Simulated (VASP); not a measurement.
Here is a VASP 6.6.1 calculation.

Contents of INCAR:

```
ALGO = Normal
EDIFF = 1E-6
ENCUT = 520
GGA = PS
ISIF = 2
ISMEAR = 0
LASPH = T
LCHARG = F
LREAL = F
LWAVE = F
NBANDS = 18
NELM = 60
PREC = Accurate
SIGMA = 0.02
```

File KPOINTS:

```
k-points
0
Gamma
  8 1 6
```

The input POSCAR:

```
P
1.0
    3.3089998728      0.0000000000      0.0000000000
    0.0000000000     35.1363081940      0.0000000000
    0.0000000000      0.0000000000      4.3038027436
P
4
Direct
    0.0000000000      0.9696974150      0.5803780379
    0.0000000000      0.0303025850      0.4196219621
    0.5000000000      0.0303025850      0.0803780379
    0.5000000000      0.9696974150      0.9196219621
```

Potentials or basis: VASP PAW PBE potentials, release 64 (P).

Launch:

```sh
$ cat potpaw_PBE.64/P/POTCAR > POTCAR
$ mpirun -np 1 vasp_std > vasp.out
```

**Question.** Estimate the band gap on the k mesh.

**Answer.** 0.53 eV, direct.

**Question.** Estimate the largest force.

**Answer.** 0.212 eV/Å.

Forces on the atoms (eV/Å):
```
P    0.000  0.059 -0.204
P    0.000 -0.059  0.204
P    0.000 -0.059 -0.204
P    0.000  0.059  0.204
```

Caveat: the cell differs from its parent crystal (uniaxial strain along c: -3.0 %); the PAW data sets were made with another functional, which shifts forces and pressure a little.
